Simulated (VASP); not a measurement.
Input of a VASP 6.6.1 run:

The input INCAR:

```
PREC = Accurate
ENCUT = 520
EDIFF = 1E-6
ISMEAR = 0
SIGMA = 0.05
LREAL = False
LASPH = True
NELM = 100
ALGO = Normal
ISIF = 2
LWAVE = False
LCHARG = False
NBANDS = 16
```

The input KPOINTS:

```
regular mesh
0
Gamma
  8 8 6
```

File POSCAR:

```
AlN
1.0
    0.0000000000     -2.0055201245     -2.0055201245
    0.0000000000      2.0055201245     -2.0055201245
    4.0110402489      0.0000000000      0.0000000000
Al N
2 2
Direct
    0.5009435316      0.4990564684      0.0002768981
   -0.0009435316      0.0009435316      0.4997231019
    0.5044377515      0.4955622485      0.4815509206
   -0.0044377515      1.0044377515      0.0184490794
```

Potentials or basis: VASP PAW LDA potentials, release 64 (Al, N).

Command:

```console
$ cat potpaw_LDA.64/Al/POTCAR potpaw_LDA.64/N/POTCAR > POTCAR
$ mpirun -np 1 vasp_std > vasp.out
```

Problem. Predict the pressure.

Solution. 2.3 GPa.

Problem. Estimate the band gap on the k mesh.

Solution. 4.63 eV.

Forces in eV/Å, atoms in the order of the input:
```
Al  -0.109  0.133  0.000
Al   0.109 -0.133  0.000
N    2.084  0.315  0.000
N   -2.084 -0.315  0.000
```

Caveat: the cell differs from its parent crystal (mode 10 frozen in at -0.018 Å and mode 12 at -0.074 Å (largest displacements)); forces of over 1 eV/Å act on the atoms, so gaps and moduli don't describe the material at rest. A k mesh can miss the band edges.
